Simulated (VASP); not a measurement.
Si2W, 6 atoms in the cell. The typed cell holds 6 atoms: a = 3.202 Å, b = 3.202 Å, c = 7.816 Å, α = 90.00°, β = 90.00°, γ = 90.00°. 

```yaml
Program: VASP 6.6.1
Task: single point
Functional: PBEsol
Potentials_or_basis: VASP PAW PBE potentials, release 64 (Si, W_sv)
Cutoff: 520 eV
k_mesh: 10 × 10 × 6
Occupations: gaussian, width 0.15 eV
Spin: no spin polarisation
Dipole_correction: no
Further_INCAR_settings: ALGO = Normal; EDIFF = 1e-07; NBANDS = 31
```

Potentials or basis: VASP PAW PBE potentials, release 64 (Si, W_sv).

The run is started by

```console
$ cat potpaw_PBE.64/Si/POTCAR potpaw_PBE.64/W_sv/POTCAR > POTCAR
$ mpirun -np 1 vasp_std > vasp.out
```

Hardware: 1 thread of Oxide Virtual Turin-like Processor, on a shared host.

Question: Estimate the wall time of this run.

Answer: It took 32 min on 1 thread of Oxide Virtual Turin-like Processor, with other jobs on the host, peak memory 0.61 GiB. Counts: scf iterations 16, k points 304.
